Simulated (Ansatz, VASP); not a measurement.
# Two plane-wave programs on CuAu

```
CELL_PARAMETERS angstrom
1.47136 0.84949 4.33965
-1.47136 0.84949 4.33965
0.00000 -1.69898 4.33965
ATOMIC_POSITIONS crystal
Au 0.00000 0.00000 0.00000
Cu 0.50000 0.50000 0.50000
```

Alike in both runs: task single point; functional r2SCAN; k mesh 11 × 11 × 11; occupations fermi-dirac, width 0.05 eV; no spin polarisation.

|  | VASP | Ansatz |
| --- | --- | --- |
| version | VASP 6.6.1 | Ansatz 0.2.0 |
| potentials or method | VASP PAW PBE potentials, release 64 (Au, Cu) | Ansatz PAW |
| plane-wave cutoff (eV) | 520 | 500 |
| valence electrons in the cell | 22 | 38 |

|  | VASP | Ansatz | Ansatz less VASP |
| --- | --- | --- | --- |
| gap on the k mesh at the Fermi level (eV) | none | none | - |
| pressure (GPa) | -10.8 | -10.9 | -0.14 |
| traceless stress, the component that is largest in VASP (GPa) | -0.32 | -0.42 | -0.101 |

VASP's potentials were made for PBE, not for r2SCAN. A gap of «none» marks a metal or a gap that the smearing closes. VASP's potentials hold 22 valence electrons a cell and Ansatz's 38, so a difference there can come from the potentials and not from the codes.

Neither program's run includes spin-orbit coupling.
